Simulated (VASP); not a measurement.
Ir, 1 atom in the cell. Symmetry: Fm-3m, No. 225, cubic system. The conventional cell has a = 3.812 Å, b = 3.812 Å, c = 3.812 Å, α = 90.00°, β = 90.00°, γ = 90.00°. Within 3.6 Å of Ir (site symmetry m-3m) lie 12 Ir at 2.70 Å. 

* Program: VASP 6.6.1
* Task: single point
* Functional: LDA
* Potentials or basis: VASP PAW LDA potentials, release 64 (Ir)
* Cutoff: 520 eV
* k mesh: 14 × 14 × 14
* Occupations: methfessel-paxton, width 0.03 eV
* Spin: no spin polarisation
* Dipole correction: no
* Further INCAR settings: ALGO = Normal; EDIFF = 1e-06; NBANDS = 10

Potentials or basis: VASP PAW LDA potentials, release 64 (Ir).

The run is started by

```bash
$ cat potpaw_LDA.64/Ir/POTCAR > POTCAR
$ mpirun -np 1 vasp_std > vasp.out
```

Hardware: 1 thread of Intel Xeon 6975P-C, with other jobs on the host.

Problem. How long does it take, and how much memory?

Solution. It took 7.4 s on 1 thread of Intel Xeon 6975P-C, on a shared host, peak memory 0.13 GiB. Counts: scf iterations 12, k points 104.
